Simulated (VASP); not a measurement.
Input of a VASP 6.6.1 run:

File INCAR:

```
PREC = Accurate ; ENCUT = 520
EDIFF = 1E-7 ; ISMEAR = 0
SIGMA = 0.02 ; LREAL = F
LASPH = T ; NELM = 60
ALGO = Normal ; ISIF = 2
LWAVE = F ; LCHARG = F
GGA = PE ; NBANDS = 41
```

The input KPOINTS:

```
Automatic mesh
0
Gamma
  10 10 10
```

The input POSCAR:

```
AlGa3As4
1.0
   -2.8702004823      2.8702004823      5.7408515503
    2.8702004823     -2.8702004823      5.7408515503
    2.8702004823      2.8702004823     -5.7408515503
Al Ga As
1 3 4
Direct
    0.5000000000      0.5000000000      0.0000000000
    0.0000000000      0.0000000000      0.0000000000
    0.2500000000      0.7500000000      0.5000000000
    0.7500000000      0.2500000000      0.5000000000
    0.8740836898      0.8740836898      0.4988695680
    0.3752141217      0.3752141217      0.5011304320
    0.1259163102      0.6247858783      0.0000000000
    0.6247858783      0.1259163102      0.0000000000
```

Potentials or basis: VASP PAW PBE potentials, release 64 (Al, Ga_d, As).

The run is started by

```console
$ cat potpaw_PBE.64/Al/POTCAR potpaw_PBE.64/Ga_d/POTCAR potpaw_PBE.64/As/POTCAR > POTCAR
$ mpirun -np 1 vasp_std > vasp.out
```

**Question.** What does it give for the band gap on the k mesh?

**Answer.** 0.57 eV.

**Question.** What does it give for the pressure?

**Answer.** 0.2 GPa.

**Question.** Estimate the largest force.

**Answer.** 0.004 eV/Å.

Forces in eV/Å, atoms in the order of the input:
```
Al   0.000  0.000  0.000
Ga   0.000  0.000  0.000
Ga   0.000  0.000  0.000
Ga   0.000  0.000  0.000
As  -0.002 -0.002 -0.001
As   0.002  0.002 -0.001
As  -0.002  0.002  0.001
As   0.002 -0.002  0.001
```

Caveat: semilocal functionals underestimate gaps, and a narrow one can read as zero. A k mesh can miss the band edges.
